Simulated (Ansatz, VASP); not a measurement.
## One calculation of MgZn5S6, two programs

```
CELL_PARAMETERS angstrom
3.87670 0.00000 0.00000
-1.93835 3.35732 0.00000
0.00000 0.00000 19.03254
ATOMIC_POSITIONS crystal
Mg 0.33333 0.66667 0.16654
Zn 0.00000 0.00000 0.99591
Zn 0.00000 0.00000 0.50214
Zn 0.66667 0.33333 0.66683
Zn 0.66667 0.33333 0.33767
Zn 0.33333 0.66667 0.83122
S 0.00000 0.00000 0.11965
S 0.00000 0.00000 0.62629
S 0.33333 0.66667 0.29645
S 0.66667 0.33333 0.79073
S 0.66667 0.33333 0.46143
S 0.33333 0.66667 0.95514
```

Alike in both runs: functional PBE; k mesh 12 × 12 × 2; no spin polarisation.

Ansatz relaxed the structure, and its values are those at the end. VASP's run is a single point on that final structure, the one shown.

```csv
,VASP,Ansatz
version,VASP 6.6.1,Ansatz 0.2.0
potentials or method,"VASP PAW PBE potentials, release 64 (Mg, Zn, S), cutoff 520 eV","scalar-relativistic, plane waves, PAW"
occupations,"gaussian, width 0.01 eV",fixed
valence electrons in the cell,98,106
```

```tsv
	VASP	Ansatz	Ansatz less VASP
gap on the k mesh at the Fermi level (eV)	2.11	2.11	-0.002
least direct gap on the mesh (eV)	2.11	2.11	-0.002
pressure (GPa)	0.1	0.0	-0.08
rms of the force components (eV/Å)	0.005	0.000	-0.0050
```

VASP's potentials hold 98 valence electrons a cell and Ansatz's 106, so a difference there can come from the potentials and not from the codes.
